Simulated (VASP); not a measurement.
# Al3Ru2 (I4/mmm) in VASP: single point with r2SCAN

Aim: the single point of Al3Ru2 with r2SCAN.

Everything below comes from runs of VASP 6.6.1. Logs are shortened: lines on timing, memory, paths and dates and some standing lists are left out, and cuts for length are marked.

### Step 1. The cell of the first run

It takes space group I4/mmm (No. 139, tetragonal). Conventional cell: a = 3.077 Å, b = 3.077 Å, c = 14.274 Å, α = 90.00°, β = 90.00°, γ = 90.00°. Al (site symmetry 4/mmm) has 8 Ru at 2.65 Å and 6 Al at 2.77 to 3.08 Å within 3.5 Å. Al (site symmetry 4mm) has 5 Ru at 2.51 to 2.86 Å and 9 Al at 2.70 to 3.08 Å within 3.3 Å. Within 3.3 Å of Ru (site symmetry 4mm) lie 9 Al at 2.51 to 2.86 Å and 5 Ru at 3.02 to 3.08 Å.

### Step 2. Single point, r2SCAN

POSCAR

```
Al3Ru2
1.0
   -1.5386572063      1.5386572063      7.1371585027
    1.5386572063     -1.5386572063      7.1371585027
    1.5386572063      1.5386572063     -7.1371585027
Al Ru
3 2
Direct
    0.0000000000      0.0000000000      0.0000000000
    0.8061492636      0.8061492636      0.0000000000
    0.1938507364      0.1938507364      0.0000000000
    0.6059185308      0.6059185308      0.0000000000
    0.3940814692      0.3940814692      0.0000000000
```

INCAR.step1

```
ALGO     = Normal         # electronic algorithm
EDIFF    = 1E-4           # SCF threshold, eV
ENCUT    = 520            # plane-wave cutoff, eV
GGA      = PE             # functional
ISMEAR   = 0              # smearing method
LASPH    = True           # aspherical terms in the spheres
LCHARG   = False          # write CHGCAR
LREAL    = False          # projectors in reciprocal space
LWAVE    = True           # write WAVECAR
NBANDS   = 26             # bands
NELM     = 60             # most SCF steps
PREC     = Accurate       # precision mode
SIGMA    = 0.1            # smearing width, eV
```

INCAR.step2

```
ALGO     = Normal         # electronic algorithm
EDIFF    = 1E-6           # SCF threshold, eV
ENCUT    = 520            # plane-wave cutoff, eV
ISIF     = 2              # what is computed and relaxed
ISMEAR   = 0              # smearing method
ISTART   = 1            
LASPH    = True           # aspherical terms in the spheres
LCHARG   = False          # write CHGCAR
LMIXTAU  = True         
LREAL    = False          # projectors in reciprocal space
LWAVE    = False          # write WAVECAR
METAGGA  = R2SCAN         # meta-GGA
NBANDS   = 26             # bands
NELM     = 60             # most SCF steps
PREC     = Accurate       # precision mode
SIGMA    = 0.1            # smearing width, eV
```

KPOINTS

```
k-points
0
Gamma
  16 16 16
```

Potentials or basis: VASP PAW PBE potentials, release 64 (Al, Ru_pv).

Launch:

```sh
$ cat potpaw_PBE.64/Al/POTCAR potpaw_PBE.64/Ru_pv/POTCAR > POTCAR
$ cp INCAR.step1 INCAR
$ mpirun -np 1 vasp_std > vasp.out
$ cp INCAR.step2 INCAR
$ mpirun -np 1 vasp_std > vasp.out
```

OUTCAR:

```text
EDIFF = 1E-6
   ENCUT = 520
   ISIF = 2
   ISMEAR = 0
   ISTART = 1
   LASPH = True
   LREAL = False
   METAGGA = R2SCAN
   NELM = 60
   PREC = Accurate

 ion  position               nearest neighbor table
   1  0.000  0.000  0.000-   4 2.65   4 2.65   4 2.65   5 2.65   4 2.65   5 2.65   5 2.65   5 2.65
                             2 2.77   3 2.77
   2  0.806  0.806  0.000-   5 2.51   5 2.51   5 2.51   5 2.51   3 2.70   3 2.70   3 2.70   3 2.70
                             1 2.77   4 2.86
   3  0.194  0.194  0.000-   4 2.51   4 2.51   4 2.51   4 2.51   2 2.70   2 2.70   2 2.70   2 2.70
                             1 2.77   5 2.86
   4  0.606  0.606  0.000-   3 2.51   3 2.51   3 2.51   3 2.51   1 2.65   1 2.65   1 2.65   1 2.65
                             2 2.86   5 3.02
   5  0.394  0.394  0.000-   2 2.51   2 2.51   2 2.51   2 2.51   1 2.65   1 2.65   1 2.65   1 2.65
                             3 2.86   4 3.02

  LATTYP: Found a body centered tetragonal cell.
 ALAT       =     3.0773144126
 C/A-ratio  =     4.6385630753

  Lattice vectors:

 A1 = (  -1.5386572063,   1.5386572063,   7.1371585027)
 A2 = (   1.5386572063,  -1.5386572063,   7.1371585027)
 A3 = (   1.5386572063,   1.5386572063,  -7.1371585027)

Analysis of symmetry for initial positions (statically):
=====================================================================
 Subroutine PRICEL returns:
 Original cell was already a primitive cell.

 Routine SETGRP: Setting up the symmetry group for a
 body centered tetragonal supercell.

 Subroutine GETGRP returns: Found 16 space group operations
 (whereof 16 operations were pure point group operations)
 out of a pool of 16 trial point group operations.

The static configuration has the point symmetry D_4h.

Analysis of symmetry for dynamics (positions and initial velocities):
=====================================================================
 Subroutine PRICEL returns:
 Original cell was already a primitive cell.

 Routine SETGRP: Setting up the symmetry group for a
 body centered tetragonal supercell.

 Subroutine GETGRP returns: Found 16 space group operations
 (whereof 16 operations were pure point group operations)
 out of a pool of 16 trial point group operations.

The dynamic configuration has the point symmetry D_4h.

 Subroutine INISYM returns: Found 16 space group operations
 (whereof 16 operations are pure point group operations),
 and found     1 'primitive' translations

----------------------------------------------------------------------------------------

                                     Primitive cell

  volume of cell :      67.5879

  direct lattice vectors                    reciprocal lattice vectors
    -1.538657206  1.538657206  7.137158503     0.000000000  0.324958670  0.070055891
     1.538657206 -1.538657206  7.137158503     0.324958670  0.000000000  0.070055891
     1.538657206  1.538657206 -7.137158503     0.324958670  0.324958670  0.000000000

  length of vectors
     7.461498743  7.461498743  7.461498743     0.332424375  0.332424375  0.459560959

  position of ions in fractional coordinates (direct lattice)
     0.000000000  0.000000000  0.000000000
     0.806149264  0.806149264  0.000000000
     0.193850736  0.193850736  0.000000000
     0.605918531  0.605918531  0.000000000
     0.394081469  0.394081469  0.000000000

  ion indices of the primitive-cell ions
   primitive index   ion index
                 1           1
                 2           2
                 3           3
                 4           4
                 5           5

----------------------------------------------------------------------------------------

 KPOINTS: k-points

Automatic generation of k-mesh.
 Grid dimensions read from file:
 generate k-points for:   16   16   16

 Generating k-lattice:

  Cartesian coordinates                     Fractional coordinates (reciprocal lattice)
     0.000000000  0.020309917  0.004378493     0.062500000  0.000000000 -0.000000000
     0.020309917  0.000000000  0.004378493     0.000000000  0.062500000 -0.000000000
     0.020309917  0.020309917  0.000000000     0.000000000  0.000000000  0.062500000

  Length of vectors
     0.020776523  0.020776523  0.028722560

  Shift w.r.t. Gamma in fractional coordinates (k-lattice)
     0.000000000  0.000000000  0.000000000

 Subroutine IBZKPT returns following result:
 ===========================================

 Found    349 irreducible k-points:

 Following reciprocal coordinates:
            Coordinates               Weight
  0.000000  0.000000  0.000000      1.000000
  0.062500  0.000000  0.000000      8.000000
  0.125000  0.000000  0.000000      8.000000
  0.187500  0.000000 -0.000000      8.000000
  0.250000  0.000000  0.000000      8.000000
  0.312500 -0.000000  0.000000      8.000000
[... 16 lines left out ...]
 -0.125000  0.062500  0.000000     16.000000
 -0.062500  0.062500  0.000000      4.000000
 [... further k-points ...]
   k-points           NKPTS =    349   k-points in BZ     NKDIM =    349   number of bands    NBANDS=     26
   number of dos      NEDOS =    301   number of ions     NIONS =      5
   total plane-waves  NPLWV = 175616
   dimension x,y,z NGX =    56 NGY =   56 NGZ =   56
   dimension x,y,z NGXF=   112 NGYF=  112 NGZF=  112
   ions per type =               3   2
   NGX,Y,Z   is equivalent  to a cutoff of  12.48, 12.48, 12.48 a.u.
   NGXF,Y,Z  is equivalent  to a cutoff of  24.95, 24.95, 24.95 a.u.
 SYSTEM =  unknown system
   PREC   = accura    normal or accurate (medium, high low for compatibility)
   ISTART =      1    job   : 0-new  1-cont  2-samecut
   ICHARG =      0    charge: 1-file 2-atom 10-const
   ISPIN  =      1    spin polarized calculation?
   LNONCOLLINEAR =      F non collinear calculations
   LSORBIT =      F    spin-orbit coupling
   LASPH  =      T    aspherical Exc in radial PAW
   ENCUT  =  520.0 eV  38.22 Ry    6.18 a.u.  13.87 13.87 13.87*2*pi/ulx,y,z
   NELM   =     60;   NELMIN=  2; NELMDL=  0     # of ELM steps
   EDIFF  = 0.1E-05   stopping-criterion for ELM
   LREAL  =      F    real-space projection
   EDIFFG = 0.1E-04   stopping-criterion for IOM
   NSW    =      0    number of steps for IOM
   IBRION =     -1    ionic relax: 0-MD 1-quasi-New 2-CG
   NFREE  =      0    steps in history (QN), initial steepest desc. (CG)
   ISIF   =      2    stress and relaxation
   ISYM   =      2    0-nonsym 1-usesym 2-fastsym
   POTIM  = 0.5000    time-step for ionic-motion
   TEBEG  =    0.0;   TEEND  =   0.0 temperature during run
   PSTRESS=    0.0 pullay stress
   NELECT =      37.0000    total number of electrons
   NUPDOWN=      -1.0000    fix difference up-down
   EMIN   =  10.00;   EMAX   =-10.00  energy-range for DOS
   EFERMI =   0.00;   METHOD = LEGACY
   ISMEAR =     0;   SIGMA  =   0.10  broadening in eV -4-tet -1-fermi 0-gaus
   EFERMI_NEDOS =   21; number of points for ismear=-14 and -15
   IALGO  =     38    algorithm
   IMIX   =      4    mixing-type and parameters
     AMIX     =   0.40;   BMIX     =  1.00
     AMIX_MAG =   1.60;   BMIX_MAG =  1.00
  volume/ion in A,a.u.               =      13.52        91.22
  Fermi-wavevector in a.u.,A,eV,Ry     =   1.339221  2.530761 24.402239  1.793514
  Thomas-Fermi vector in A             =   2.467630
   LORBIT       =      0    0 simple, 1 ext, 2 COOP (PROOUT), +10 PAW based schemes
   METAGGA = R2SCAN    functional components
   LHFCALC =     F    Hartree Fock is set to
   AEXX    =    0.0000 exact exchange contribution
   IVDW    =     0    specifies the selected vdW correction
   LEPSILON=     F    determine dielectric tensor
   LRPA    =     F    only Hartree local field effects (RPA)
 non-spin polarized calculation
 Gauss-broadening in eV      SIGMA  =   0.10
  energy-cutoff  :      520.00
  volume of cell :       67.59
 maximum number of plane-waves:      1845
   NGX = 27   NGY = 27   NGZ = 27

 number of electron      37.0000000 magnetization

 Free energy of the ion-electron system (eV)
  ---------------------------------------------------
  ext. energy  EPLUGINS =         0.00000000
  ---------------------------------------------------
  free energy    TOTEN  =       -74.95248020 eV

  energy without entropy =      -74.94680407  energy(sigma->0) =      -74.94964213

 E-fermi :  10.3949     XC(G=0): -13.1716

 val. band max:       10.3926493755   @ k =   0.2500   0.2500   0.0000
 cond. band min:      10.3962354993   @ k =   0.2500   0.1875   0.0625
 fundamental gap:      0.0035861238
 Fermi energy:        10.3949241460

 k-point     1 :       0.0000    0.0000    0.0000
  band No.  band energies     occupation
      1     -32.9002      2.00000
      2     -32.8266      2.00000
      3     -32.8266      2.00000
      4     -32.8178      2.00000
      5     -32.8178      2.00000
      6     -32.7971      2.00000
[... 18 lines left out ...]
     25      16.7938      0.00000
     26      16.8002      0.00000

 k-point     2 :       0.0625    0.0000    0.0000
  band No.  band energies     occupation
      1     -32.8994      2.00000
      2     -32.8333      2.00000
      3     -32.8260      2.00000
      4     -32.8244      2.00000
      5     -32.8172      2.00000
      6     -32.7965      2.00000
[... 18 lines left out ...]
     25      16.9882      0.00000
     26      17.4137      0.00000

 k-point     3 :       0.1250    0.0000    0.0000
  band No.  band energies     occupation
      1     -32.8971      2.00000
      2     -32.8525      2.00000
      3     -32.8431      2.00000
      4     -32.8244      2.00000
      5     -32.8155      2.00000
      6     -32.7948      2.00000
[... 572 lines left out ...]
 k-point    23 :      -0.1250    0.0625    0.0000
  band No.  band energies     occupation
      1     -32.8963      2.00000
      2     -32.8518      2.00000
      3     -32.8425      2.00000
      4     -32.8310      2.00000
      5     -32.8221      2.00000
      6     -32.7941      2.00000
[... 18 lines left out ...]
     25      16.9572      0.00000
     26      18.5569      0.00000

 k-point    24 :      -0.0625    0.0625    0.0000
  band No.  band energies     occupation
      1     -32.8986      2.00000
      2     -32.8330      2.00000
      3     -32.8324      2.00000
      4     -32.8240      2.00000
      5     -32.8236      2.00000
      6     -32.7958      2.00000
[... 18 lines left out ...]
     25      16.5549      0.00000
     26      17.9944      0.00000

 [... further k-points ...]

------------------------ aborting loop because EDIFF is reached ----------------------------------------

  FORCE on cell =-STRESS in cart. coord.  units (eV):
  Direction    XX          YY          ZZ          XY          YZ          ZX
  --------------------------------------------------------------------------------------
  -------------------------------------------------------------------------------------
  Total        0.0129405      0.0129405     -0.0375358      0.0000000     -0.0000000      0.0000000
  in kB        0.3067545      0.3067545     -0.8897887      0.0000000     -0.0000000      0.0000000
  external PRESSURE =      -0.0920932 kB  Pullay stress =       0.0000000 kB

 VOLUME and BASIS-vectors are now :
 -----------------------------------------------------------------------------
  energy-cutoff  :      520.00
  volume of cell :       67.59
      direct lattice vectors                 reciprocal lattice vectors
    -1.538657206  1.538657206  7.137158503     0.000000000  0.324958670  0.070055891
     1.538657206 -1.538657206  7.137158503     0.324958670  0.000000000  0.070055891
     1.538657206  1.538657206 -7.137158503     0.324958670  0.324958670  0.000000000

 POSITION                                       TOTAL-FORCE (eV/Angst)
 -----------------------------------------------------------------------------------
      0.00000      0.00000      0.00000        -0.000000     -0.000000      0.000000
      0.00000      0.00000     11.50723        -0.000000     -0.000000     -0.021609
      0.00000      0.00000      2.76709         0.000000      0.000000      0.021609
      0.00000      0.00000      8.64907        -0.000000     -0.000000     -0.001383
      0.00000      0.00000      5.62524        -0.000000     -0.000000      0.001383
 -----------------------------------------------------------------------------------
    total drift:                               -0.000000      0.000000     -0.000000

  FREE ENERGIE OF THE ION-ELECTRON SYSTEM (eV)
  ---------------------------------------------------
  free  energy   TOTEN  =       -74.9524801961 eV

  energy  without entropy=      -74.9468040701  energy(sigma->0) =      -74.94964213
```

Run time: 2.5 h. Hardware: 1 thread of Oxide Virtual Turin-like, shared host; peak memory 0.8 GiB.

Results:

| Item | Value |
| --- | --- |
| Free energy | -74.9525 eV |
| Pressure | 0.0 GPa |
| Largest force | 0.022 eV/Å |
| Band gap on the k mesh | zero (an odd number of electrons rules out a gap without spin polarisation) |

Forces in eV/Å, atoms in the order of the input:
```
Al   0.000  0.000  0.000
Al   0.000  0.000 -0.022
Al   0.000  0.000  0.022
Ru   0.000  0.000 -0.001
Ru   0.000  0.000  0.001
```

Stress tensor (GPa, compression positive):
```
 0.03  0.00  0.00
 0.00  0.03  0.00
 0.00  0.00 -0.09
```

Caveat: the PAW data sets were made with another functional, which shifts forces and pressure a little.
